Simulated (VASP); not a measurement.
# GaSb (Immm) in VASP: notebook, part 2 of 2

VASP 6.6.1. Earlier steps stand in the parts before.

## Step 4: Single point, PBE (21.46 Å³/atom)

This run uses another cell than the first one, of 21.46 Å³/atom.

Contents of INCAR:

```
  PREC = Accurate
  ENCUT = 520
  EDIFF = 1E-7
  ISMEAR = 0
  SIGMA = 0.15
  LREAL = F
  LASPH = T
  NELM = 60
  ALGO = Normal
  ISIF = 2
  LWAVE = F
  LCHARG = T
  GGA = PE
  LELF = T
  LVHAR = T
  NBANDS = 16
```

Contents of KPOINTS:

```
Automatic mesh
0
Gamma
  18 18 18
```

Contents of POSCAR:

```
GaSb
1.0
   -1.6026485115      2.4548887858      2.7275334685
    1.6026485115     -2.4548887858      2.7275334685
    1.6026485115      2.4548887858     -2.7275334685
Ga Sb
1 1
Direct
    0.0000000000      0.0000000000      0.0000000000
    0.5000000000      0.5000000000      0.0000000000
```

Potentials or basis: VASP PAW PBE potentials, release 64 (Ga_d, Sb).

Run with:

```
$ cat potpaw_PBE.64/Ga_d/POTCAR potpaw_PBE.64/Sb/POTCAR > POTCAR
$ mpirun -np 1 vasp_std > vasp.out
```

OUTCAR:

```text
PREC = Accurate
   ENCUT = 520
   EDIFF = 1E-7
   ISMEAR = 0
   LREAL = F
   LASPH = T
   NELM = 60
   ISIF = 2
   GGA = PE

 ion  position               nearest neighbor table
   1  0.000  0.000  0.000-   2 2.73   2 2.73   2 2.93   2 2.93   2 2.93   2 2.93
   2  0.500  0.500  0.000-   1 2.73   1 2.73   1 2.93   1 2.93   1 2.93   1 2.93

  LATTYP: Found a body centered orthorhombic cell.
 ALAT       =     3.2052970230
 B/A-ratio  =     1.5317699222
 C/A-ratio  =     1.7018912437

  Lattice vectors:

 A1 = (  -1.6026485115,   2.4548887858,   2.7275334685)
 A2 = (   1.6026485115,  -2.4548887858,   2.7275334685)
 A3 = (   1.6026485115,   2.4548887858,  -2.7275334685)

Analysis of symmetry for initial positions (statically):
=====================================================================
 Subroutine PRICEL returns:
 Original cell was already a primitive cell.

 Routine SETGRP: Setting up the symmetry group for a
 body centered orthorhombic supercell.

 Subroutine GETGRP returns: Found  8 space group operations
 (whereof  8 operations were pure point group operations)
 out of a pool of  8 trial point group operations.

The static configuration has the point symmetry D_2h.

Analysis of symmetry for dynamics (positions and initial velocities):
=====================================================================
 Subroutine PRICEL returns:
 Original cell was already a primitive cell.

 Routine SETGRP: Setting up the symmetry group for a
 body centered orthorhombic supercell.

 Subroutine GETGRP returns: Found  8 space group operations
 (whereof  8 operations were pure point group operations)
 out of a pool of  8 trial point group operations.

The dynamic configuration has the point symmetry D_2h.

 Subroutine INISYM returns: Found  8 space group operations
 (whereof  8 operations are pure point group operations),
 and found     1 'primitive' translations

----------------------------------------------------------------------------------------

                                     Primitive cell

  volume of cell :      42.9240

  direct lattice vectors                    reciprocal lattice vectors
    -1.602648511  2.454888786  2.727533468     0.000000000  0.203675214  0.183315807
     1.602648511 -2.454888786  2.727533468     0.311983567  0.000000000  0.183315807
     1.602648511  2.454888786 -2.727533468     0.311983567  0.203675214  0.000000000

  length of vectors
     4.004297694  4.004297694  4.004297694     0.274022405  0.361854158  0.372581990

  position of ions in fractional coordinates (direct lattice)
     0.000000000  0.000000000  0.000000000
     0.500000000  0.500000000  0.000000000

  ion indices of the primitive-cell ions
   primitive index   ion index
                 1           1
                 2           2

----------------------------------------------------------------------------------------

 KPOINTS: Automatic mesh

Automatic generation of k-mesh.
 Grid dimensions read from file:
 generate k-points for:   18   18   18

 Generating k-lattice:

  Cartesian coordinates                     Fractional coordinates (reciprocal lattice)
     0.000000000  0.011315290  0.010184212     0.055555556  0.000000000  0.000000000
     0.017332420  0.000000000  0.010184212     0.000000000  0.055555556 -0.000000000
     0.017332420  0.011315290  0.000000000     0.000000000 -0.000000000  0.055555556

  Length of vectors
     0.015223467  0.020103009  0.020698999

  Shift w.r.t. Gamma in fractional coordinates (k-lattice)
     0.000000000  0.000000000  0.000000000

 Subroutine IBZKPT returns following result:
 ===========================================

 Found    865 irreducible k-points:

 Following reciprocal coordinates:
            Coordinates               Weight
  0.000000  0.000000  0.000000      1.000000
  0.055556 -0.000000  0.000000      4.000000
  0.111111 -0.000000  0.000000      4.000000
  0.166667  0.000000  0.000000      4.000000
  0.222222 -0.000000  0.000000      4.000000
  0.277778 -0.000000  0.000000      4.000000
[... 16 lines left out ...]
 -0.333333  0.055556 -0.000000      8.000000
 -0.277778  0.055556 -0.000000      8.000000
 [... further k-points ...]
   k-points           NKPTS =    865   k-points in BZ     NKDIM =    865   number of bands    NBANDS=     16
   number of dos      NEDOS =    301   number of ions     NIONS =      2
   total plane-waves  NPLWV =  27000
   dimension x,y,z NGX =    30 NGY =   30 NGZ =   30
   dimension x,y,z NGXF=    60 NGYF=   60 NGZF=   60
   ions per type =               1   1
   NGX,Y,Z   is equivalent  to a cutoff of  12.46, 12.46, 12.46 a.u.
   NGXF,Y,Z  is equivalent  to a cutoff of  24.91, 24.91, 24.91 a.u.
 SYSTEM =  unknown system
   PREC   = accura    normal or accurate (medium, high low for compatibility)
   ISTART =      0    job   : 0-new  1-cont  2-samecut
   ICHARG =      2    charge: 1-file 2-atom 10-const
   ISPIN  =      1    spin polarized calculation?
   LNONCOLLINEAR =      F non collinear calculations
   LSORBIT =      F    spin-orbit coupling
   LASPH  =      T    aspherical Exc in radial PAW
   ENCUT  =  520.0 eV  38.22 Ry    6.18 a.u.   7.45  7.45  7.45*2*pi/ulx,y,z
   NELM   =     60;   NELMIN=  2; NELMDL= -5     # of ELM steps
   EDIFF  = 0.1E-06   stopping-criterion for ELM
   LREAL  =      F    real-space projection
   EDIFFG = 0.1E-05   stopping-criterion for IOM
   NSW    =      0    number of steps for IOM
   IBRION =     -1    ionic relax: 0-MD 1-quasi-New 2-CG
   NFREE  =      0    steps in history (QN), initial steepest desc. (CG)
   ISIF   =      2    stress and relaxation
   ISYM   =      2    0-nonsym 1-usesym 2-fastsym
   POTIM  = 0.5000    time-step for ionic-motion
   TEBEG  =    0.0;   TEEND  =   0.0 temperature during run
   PSTRESS=    0.0 pullay stress
   NELECT =      18.0000    total number of electrons
   NUPDOWN=      -1.0000    fix difference up-down
   EMIN   =  10.00;   EMAX   =-10.00  energy-range for DOS
   EFERMI =   0.00;   METHOD = LEGACY
   ISMEAR =     0;   SIGMA  =   0.15  broadening in eV -4-tet -1-fermi 0-gaus
   EFERMI_NEDOS =   21; number of points for ismear=-14 and -15
   IALGO  =     38    algorithm
   IMIX   =      4    mixing-type and parameters
     AMIX     =   0.40;   BMIX     =  1.00
     AMIX_MAG =   1.60;   BMIX_MAG =  1.00
  volume/ion in A,a.u.               =      21.46       144.83
  Fermi-wavevector in a.u.,A,eV,Ry     =   1.225365  2.315605 20.429424  1.501520
  Thomas-Fermi vector in A             =   2.360406
   LORBIT       =      0    0 simple, 1 ext, 2 COOP (PROOUT), +10 PAW based schemes
   GGA     = PE    functional components
   LHFCALC =     F    Hartree Fock is set to
   AEXX    =    0.0000 exact exchange contribution
   IVDW    =     0    specifies the selected vdW correction
   LEPSILON=     F    determine dielectric tensor
   LRPA    =     F    only Hartree local field effects (RPA)
 non-spin polarized calculation
 Gauss-broadening in eV      SIGMA  =   0.15
  energy-cutoff  :      520.00
  volume of cell :       42.92
 maximum number of plane-waves:      1172
 NGX is ok and might be reduce to    30
   NGX = 15   NGY = 15   NGZ = 15

 number of electron      18.0000000 magnetization

 Free energy of the ion-electron system (eV)
  ---------------------------------------------------
  ext. energy  EPLUGINS =         0.00000000
  ---------------------------------------------------
  free energy    TOTEN  =        -6.85741894 eV

  energy without entropy =       -6.84877559  energy(sigma->0) =       -6.85309726

 E-fermi :   7.9711     XC(G=0): -10.7824

 val. band max:        7.9700554307   @ k =   0.4444   0.1111   0.0556
 cond. band min:       7.9713383213   @ k =   0.0556   0.2222   0.0000
 fundamental gap:      0.0012828906
 Fermi energy:         7.9710668806

 k-point     1 :       0.0000    0.0000    0.0000
  band No.  band energies     occupation
      1      -7.1405      2.00000
      2      -7.0675      2.00000
      3      -7.0672      2.00000
      4      -7.0551      2.00000
      5      -7.0202      2.00000
      6      -4.8827      2.00000
[... 8 lines left out ...]
     15      17.3357      0.00000
     16      18.1290      0.00000
[... 419 lines left out ...]
 k-point    24 :      -0.2778    0.0556   -0.0000
  band No.  band energies     occupation
      1      -7.1346      2.00000
      2      -7.0827      2.00000
      3      -7.0599      2.00000
      4      -7.0565      2.00000
      5      -7.0188      2.00000
      6      -4.1616      2.00000
[... 8 lines left out ...]
     15      17.0335      0.00000
     16      17.9003      0.00000

 [... further k-points ...]

------------------------ aborting loop because EDIFF is reached ----------------------------------------

  FORCE on cell =-STRESS in cart. coord.  units (eV):
  Direction    XX          YY          ZZ          XY          YZ          ZX
  --------------------------------------------------------------------------------------
  -------------------------------------------------------------------------------------
  Total        1.4465650      1.9896259      3.0402711      0.0000000      0.0000000      0.0000000
  in kB       53.9943544     74.2645972    113.4808846      0.0000000      0.0000000      0.0000000
  external PRESSURE =      80.5799454 kB  Pullay stress =       0.0000000 kB

 VOLUME and BASIS-vectors are now :
 -----------------------------------------------------------------------------
  energy-cutoff  :      520.00
  volume of cell :       42.92
      direct lattice vectors                 reciprocal lattice vectors
    -1.602648511  2.454888786  2.727533468     0.000000000  0.203675214  0.183315807
     1.602648511 -2.454888786  2.727533468     0.311983567  0.000000000  0.183315807
     1.602648511  2.454888786 -2.727533468     0.311983567  0.203675214  0.000000000

 POSITION                                       TOTAL-FORCE (eV/Angst)
 -----------------------------------------------------------------------------------
      0.00000      0.00000      0.00000        -0.000000      0.000000      0.000000
      0.00000      0.00000      2.72753         0.000000     -0.000000     -0.000000
 -----------------------------------------------------------------------------------
    total drift:                                0.000000      0.000000      0.000000

  FREE ENERGIE OF THE ION-ELECTRON SYSTEM (eV)
  ---------------------------------------------------
  free  energy   TOTEN  =        -6.8574189353 eV

  energy  without entropy=       -6.8487755891  energy(sigma->0) =       -6.85309726
```

OSZICAR:

```text
N       E                     dE             d eps       ncg     rms          rms(c)
DAV:   1     0.794960071462E+02    0.79496E+02   -0.86510E+03 28472   0.154E+03
DAV:   2    -0.121835985333E+01   -0.80714E+02   -0.77712E+02 32376   0.306E+02
DAV:   3    -0.679237939443E+01   -0.55740E+01   -0.55524E+01 33944   0.615E+01
DAV:   4    -0.687892145905E+01   -0.86542E-01   -0.86528E-01 34296   0.842E+00
DAV:   5    -0.688081965601E+01   -0.18982E-02   -0.18981E-02 35712   0.113E+00    0.282E+00
DAV:   6    -0.686116280424E+01    0.19657E-01   -0.39940E-02 36600   0.364E+00    0.161E+00
DAV:   7    -0.685753423309E+01    0.36286E-02   -0.11974E-02 39744   0.136E+00    0.279E-01
DAV:   8    -0.685741266077E+01    0.12157E-03   -0.16086E-03 36624   0.562E-01    0.378E-02
DAV:   9    -0.685741815723E+01   -0.54965E-05   -0.10557E-04 33664   0.827E-02    0.173E-02
DAV:  10    -0.685741897739E+01   -0.82015E-06   -0.65037E-06 36992   0.184E-02    0.344E-03
DAV:  11    -0.685741893535E+01    0.42037E-07   -0.75676E-07 33080   0.643E-03
   1 F= -.68574189E+01 E0= -.68530973E+01  d E =-.864335E-02
```

Wall time 6.8 min (1 thread of Intel Xeon Platinum 8488C (Sapphire Rapids), shared host); peak memory 0.68 GiB.

Results:

| Quantity | Value |
| --- | --- |
| Free energy | -6.8574 eV |
| Pressure | 8.1 GPa |
| Band gap on the k mesh | zero (bands 9 and 10 overlap by 6.44 eV) |

Caveat: the stress differs along the axes, from 5 to 11 GPa; spin-orbit coupling is left out, which moves the levels of the heavy elements.

## Step 5: Single point, PBE (21.46 Å³/atom)

This run uses another cell than the first one, of 21.46 Å³/atom.

Contents of INCAR:

```
  PREC = Accurate
  ENCUT = 520
  EDIFF = 1E-7
  ISMEAR = 0
  SIGMA = 0.15
  LREAL = False
  LASPH = True
  NELM = 60
  ALGO = Normal
  ISIF = 2
  LWAVE = False
  LCHARG = True
  GGA = PE
  LELF = True
  LVHAR = True
  NBANDS = 16
```

KPOINTS is that of step 4.

Contents of POSCAR:

```
GaSb
1.0
   -1.5465504427      2.4990153252      2.7765607864
    1.5465504427     -2.4990153252      2.7765607864
    1.5465504427      2.4990153252     -2.7765607864
Ga Sb
1 1
Direct
    0.0000000000      0.0000000000      0.0000000000
    0.5000000000      0.5000000000      0.0000000000
```

Run with:

```
$ cat potpaw_PBE.64/Ga_d/POTCAR potpaw_PBE.64/Sb/POTCAR > POTCAR
$ mpirun -np 1 vasp_std > vasp.out
```

Wall time 6.4 min (1 thread of Intel Xeon Platinum 8488C (Sapphire Rapids), shared host); peak memory 0.68 GiB.

Results (log left out):

* Free energy: -6.8763 eV
* Pressure: 7.8 GPa
* Band gap on the k mesh: zero (bands 9 and 10 overlap by 6.20 eV)

Stress tensor (GPa, compression positive):
```
7.86 0.00 0.00
0.00 7.84 0.00
0.00 0.00 7.72
```

Levels at points of the mesh, in eV from the Fermi level:
```
           k point  band 5  band 6  band 7  band 8  band 9  band 10  band 11  band 12  band 13  band 14
(0.00, 0.00, 0.00)  -14.94  -12.86   -2.36   -2.36   -1.69     3.34     5.22     6.65     8.08     8.49
(0.50, 0.00, 0.00)  -14.94  -11.07   -8.76   -0.07    1.49     2.98     3.35     4.55     6.60     8.50
(0.00, 0.50, 0.00)  -14.93   -8.57   -6.82   -1.84   -0.51    -0.39     0.77     3.16     3.72     9.58
(0.50, 0.50, 0.00)  -14.93   -8.44   -5.79   -3.03   -2.52    -2.23     2.95     4.57     7.67     8.08
(0.50, 0.50, 0.50)  -14.93   -9.67   -6.00   -5.86   -5.38     2.54     6.46    11.03    11.16    11.87
```

Caveat: the cell stands under pressure; spin-orbit coupling is left out, which moves the levels of the heavy elements.

## Step 6: Single point, PBE (22.74 Å³/atom)

This run uses another cell than the first one, of 22.74 Å³/atom.

Contents of INCAR:

```
SYSTEM = GaSb
  ALGO = Normal
  EDIFF = 1E-6
  ENCUT = 520
  GGA = PE
  ISIF = 2
  ISMEAR = 0
  LASPH = .TRUE.
  LCHARG = .TRUE.
  LELF = .TRUE.
  LREAL = .FALSE.
  LVHAR = .TRUE.
  LWAVE = .FALSE.
  NBANDS = 16
  NELM = 60
  PREC = Accurate
  SIGMA = 0.15
```

Contents of KPOINTS:

```
k-points
0
G
  18 18 18
  0 0 0
```

Contents of POSCAR:

```
GaSb
1.0
   -1.6050864534      2.5251694701      2.8056196612
    1.6050864534     -2.5251694701      2.8056196612
    1.6050864534      2.5251694701     -2.8056196612
Ga Sb
1 1
Direct
    0.0000000000      0.0000000000      0.0000000000
    0.5000000000      0.5000000000      0.0000000000
```

Potentials or basis: VASP PAW PBE potentials, release 64 (Ga_d, Sb).

Run with:

```
$ cat potpaw_PBE.64/Ga_d/POTCAR potpaw_PBE.64/Sb/POTCAR > POTCAR
$ mpirun -np 1 vasp_std > vasp.out
```

Run time: 4 min. Hardware: 1 thread of Intel Xeon Platinum 8488C (Sapphire Rapids), shared host; peak memory 0.72 GiB.

Results (log left out):

```yaml
Free_energy: -6.9599 eV
Pressure: 3.3 GPa
Band_gap_on_the_k_mesh: zero (bands 9 and 10 overlap by 5.85 eV)
```

Stress tensor (GPa, compression positive):
```
2.37 0.00 0.00
0.00 3.14 0.00
0.00 0.00 4.54
```

Levels at points of the mesh, in eV from the Fermi level:
| k point | band 5 | band 6 | band 7 | band 8 | band 9 | band 10 | band 11 | band 12 | band 13 | band 14 |
| --- | --- | --- | --- | --- | --- | --- | --- | --- | --- | --- |
| (0.00, 0.00, 0.00) | -14.89 | -12.37 | -2.29 | -2.02 | -1.50 | 3.57 | 4.51 | 6.73 | 7.37 | 7.91 |
| (0.50, 0.00, 0.00) | -14.88 | -10.66 | -8.34 | 0.11 | 1.69 | 2.96 | 3.37 | 3.87 | 5.96 | 8.02 |
| (0.00, 0.50, 0.00) | -14.88 | -8.56 | -6.61 | -1.68 | -0.50 | -0.24 | 0.86 | 2.97 | 3.62 | 9.55 |
| (0.50, 0.50, 0.00) | -14.88 | -8.48 | -5.41 | -3.18 | -2.26 | -2.20 | 3.06 | 4.54 | 7.54 | 8.01 |
| (0.50, 0.50, 0.50) | -14.88 | -9.36 | -5.75 | -5.47 | -4.95 | 1.98 | 5.91 | 10.10 | 10.99 | 11.08 |

Caveat: the cell stands under pressure; spin-orbit coupling is left out, which moves the levels of the heavy elements.

## Step 7: Summary

```tsv
cell	gap on the mesh (eV)	pressure (GPa)
a = 4.369 Å, angles 132.8, 104.4, 94.1°, 2 atoms	none	-5.4
a = 4.411 Å, angles 135.0, 103.6, 93.3°, 2 atoms	none	-5.5
a = 4.004 Å, angles 132.8, 104.4, 94.1°, 2 atoms	none	8.1
a = 4.043 Å, angles 135.0, 103.6, 93.3°, 2 atoms	none	7.8
a = 4.102 Å, angles 133.9, 104.0, 93.7°, 2 atoms	none	3.3
```

Alike in all rows: task single point; level PBE; potentials or basis VASP PAW PBE potentials, release 64 (Ga_d, Sb); no spin polarisation; k mesh 18 × 18 × 18; cutoff (eV) 520; smearing gaussian 0.15 eV.

Caveats: spin-orbit coupling is left out, which moves the levels of the heavy elements; the cell stands under tension (at least some runs); the cell stands under pressure (at least some runs); the stress differs along the axes, from 5 to 11 GPa (at least some runs).

Total energies depend on the potentials used, so only differences within one code and one set of settings carry meaning.
